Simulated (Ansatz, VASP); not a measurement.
## LiH in VASP and in Ansatz

```
CELL_PARAMETERS angstrom
0.02037 2.03675 2.03675
2.03675 0.02037 2.03675
2.05712 2.05712 0.00000
ATOMIC_POSITIONS crystal
Li 0.00000 0.00000 0.00000
H 0.50000 0.50000 0.50000
```

Alike in both runs: functional PBEsol; k mesh 9 × 9 × 9; occupations fermi-dirac, width 0.05 eV; no spin polarisation.

|  | VASP | Ansatz |
| --- | --- | --- |
| version | VASP 6.6.1 | Ansatz 0.2.0 |
| potentials or method | VASP PAW PBE potentials, release 64 (Li_sv, H) | Ansatz PAW |
| plane-wave cutoff (eV) | 520 | 420 |
| valence electrons in the cell | 4 | 4 |
| task | single point | band structure |

```tsv
	VASP	Ansatz	Ansatz less VASP
gap on the k mesh at the Fermi level (eV)	3.05	3.05	+0.001
least direct gap on the mesh (eV)	3.06	3.06	+0.001
```

VASP's potentials were made for PBE, not for PBEsol.

Noted on VASP's run: the cutoff is short for stress, so the pressure is rough. Noted on Ansatz's run: the k mesh misses the band edges, so the gap on the mesh is wider than the one along the path.
